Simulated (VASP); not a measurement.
A run of VASP 6.6.1 is set up as follows.

The input INCAR:

```
SYSTEM = Ga
PREC = Accurate ; ENCUT = 520
EDIFF = 1E-8 ; ISMEAR = -1
SIGMA = 0.05 ; LREAL = .False.
LASPH = .True. ; NELM = 80
ALGO = Normal ; ISIF = 2
LWAVE = .False. ; LCHARG = .False.
GGA = PS ; LEFG = .True.
NBANDS = 20
```

File KPOINTS:

```
regular mesh
0
Gamma
  11 11 6
  0 0 0
```

POSCAR

```
Ga
1.0
    3.0031658500      0.0000000000      0.0000000000
   -1.5015829250      2.6008179178      0.0000000000
    0.0000000000      0.0000000000      4.8651286769
Ga
2
Direct
    0.3333333333      0.6666666667      0.2500000000
    0.6666666667      0.3333333333      0.7500000000
```

Potentials or basis: VASP PAW PBE potentials, release 64 (Ga_d).

Command:

```sh
$ cat potpaw_PBE.64/Ga_d/POTCAR > POTCAR
$ mpirun -np 1 vasp_std > vasp.out
```

(1) Estimate the band gap on the k mesh.

(2) Estimate the pressure.

Results:

(1) zero (band 13 reaches 9.62 eV, above the bottom of band 14 at 2.37 eV).

(2) -3.2 GPa.

Caveat: without QUAD_EFG the Cq values of the log hold for a quadrupole moment of 1 mb, not for the nuclei; the PAW data sets were made with another functional, which shifts forces and pressure a little.
